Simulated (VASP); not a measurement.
A run of VASP 6.6.1 is set up as follows.

File INCAR:

```
SYSTEM = TiC
PREC = Accurate ; ENCUT = 520
EDIFF = 1E-6 ; ISMEAR = -1
SIGMA = 0.05 ; LREAL = .FALSE.
LASPH = .TRUE. ; NELM = 150
ALGO = Normal ; ISIF = 2
LWAVE = .FALSE. ; LCHARG = .FALSE.
LMAXMIX = 4 ; LDAU = .TRUE.
LDAUTYPE = 2 ; LDAUL = 2 -1
LDAUU = 3 0 ; LDAUJ = 0 0
LDAUPRINT = 1 ; GGA = PE
NBANDS = 15
```

KPOINTS

```
Automatic mesh
0
G
  11 11 11
  0 0 0
```

POSCAR

```
TiC
1.0
    0.0000000000      2.1803608949      2.1803608949
    2.1803608949      0.0000000000      2.1803608949
    2.1803608949      2.1803608949      0.0000000000
Ti C
1 1
Direct
    0.0000000000      0.0000000000      0.0000000000
    0.5000000000      0.5000000000      0.5000000000
```

Potentials or basis: VASP PAW PBE potentials, release 64 (Ti_sv, C).

Run with:

```bash
$ cat potpaw_PBE.64/Ti_sv/POTCAR potpaw_PBE.64/C/POTCAR > POTCAR
$ mpirun -np 1 vasp_std > vasp.out
```

**Question.** Estimate the pressure.

**Answer.** 3.5 GPa.

**Question.** What does it give for the band gap on the k mesh?

**Answer.** Zero (band 8 reaches 10.51 eV, above the bottom of band 9 at 9.10 eV).

Eigenvalues of the final occupation matrices:
| site | spin | trace | eigenvalues |
| --- | --- | --- | --- |
| site 1 d | 1 | 0.92 | 0.12 0.12 0.12 0.28 0.28 |
| site 1 d | 2 | 0.92 | 0.12 0.12 0.12 0.28 0.28 |

Caveat: U without spin polarisation on a metal has little footing; the U is typed as a test and isn't derived for this compound.
